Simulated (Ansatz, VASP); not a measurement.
## Ga2O: VASP beside Ansatz

```
Ga O
1.0
    -2.27678    4.00673    2.74071
     2.27678   -4.00673    2.74071
     2.27678    4.00673   -2.74071
Ga O
4 2
Direct
  0.16684 0.33766 0.50449
  0.66684 0.16234 0.82918
  0.83316 0.66234 0.49551
  0.33316 0.83766 0.17082
  0.75000 0.25000 0.50000
  0.25000 0.75000 0.50000
```

Change from the starting cell: the structure that the rattled cell fell into.

Alike in both runs: functional PBE; k mesh 10 × 10 × 10; occupations gaussian, width 0.1 eV; no spin polarisation.

Ansatz relaxed the structure, and its values are those at the end. VASP's run is a single point on that final structure, the one shown.

|  | VASP | Ansatz |
| --- | --- | --- |
| version | VASP 6.6.1 | Ansatz 0.2.0 |
| potentials or method | VASP PAW PBE potentials, release 64 (Ga_d, O), cutoff 520 eV | scalar-relativistic, plane waves, PAW |
| valence electrons in the cell | 64 | 64 |

|  | VASP | Ansatz | Ansatz less VASP |
| --- | --- | --- | --- |
| gap on the k mesh at the Fermi level (eV) | none | none | - |
| pressure (GPa) | 0.3 | 0.0 | -0.33 |
| rms of the force components (eV/Å) | 0.032 | 0.001 | -0.0303 |

A gap of «none» marks a metal or a gap that the smearing closes.
